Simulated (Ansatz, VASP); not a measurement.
**One calculation of CdSe, two programs**

Contents of INCAR:

```
SYSTEM = CdSe
ALGO = Normal ; EDIFF = 1E-6
ENCUT = 520 ; GGA = PE
ISIF = 2 ; ISMEAR = 0
LASPH = .TRUE. ; LCHARG = .FALSE.
LREAL = .FALSE. ; LWAVE = .FALSE.
NBANDS = 16 ; NELM = 100
PREC = Accurate ; SIGMA = 0.05
```

Contents of KPOINTS:

```
k-points
0
G
  10 10 10
  0 0 0
```

The input POSCAR:

```
CdSe
1.0
   -0.2272687163      3.4082561409      3.0984146735
    3.0984146735     -0.2272687163      3.0984146735
    2.8711459572      3.1809874245      0.0000000000
Cd Se
1 1
Direct
    0.0000000000      0.0000000000      0.0000000000
    0.7500000000      0.7500000000      0.7500000000
```

Input for Ansatz:

```yaml
crystal:
  lattice:
    - [-0.2272687163, 3.4082561409, 3.0984146735]
    - [3.0984146735, -0.2272687163, 3.0984146735]
    - [2.8711459572, 3.1809874245, 0.0]
  atoms:
    - { symbol: Cd, position: [0.0, 0.0, 0.0] }
    - { symbol: Se, position: [0.75, 0.75, 0.75] }
basis:
  ecutwfc: 420
kpoints:
  mp_grid: { grid: [10, 10, 10] }
hamiltonian:
  xc: pbe
scf:
  occupations: { method: gaussian, width: 0.05 }
output:
  forces: true
  stress: true
  eigenvalues: true
```

Change from the starting cell: engineering shear strain xz -0.1467, normal strain along z +0.1000.

Alike in both runs: task single point; functional PBE; k mesh 10 × 10 × 10; occupations gaussian, width 0.05 eV; no spin polarisation.

|  | VASP | Ansatz |
| --- | --- | --- |
| version | VASP 6.6.1 | Ansatz 0.2.0 |
| potentials or method | VASP PAW PBE potentials, release 64 (Cd, Se), cutoff 520 eV | scalar-relativistic, plane waves, PAW |
| valence electrons in the cell | 18 | 36 |

VASP gave:

```
gap on the k mesh at the Fermi level (eV)                     : 0.35
least direct gap on the mesh (eV)                             : 0.35
pressure (GPa)                                                : -2.3
traceless stress, the component that is largest in VASP (GPa) : 3.49
rms of the force components (eV/Å)                            : 0.202
```

Task: What did Ansatz give for the same quantities?

Result: gap on the k mesh at the Fermi level (eV): 0.35; least direct gap on the mesh (eV): 0.35; pressure (GPa): -2.5; traceless stress, the component that is largest in VASP (GPa): 3.40; rms of the force components (eV/Å): 0.189.

Atom by atom the forces differ by 0.013 eV/Å (rms over components). VASP's potentials hold 18 valence electrons a cell and Ansatz's 36, so a difference there can come from the potentials and not from the codes.
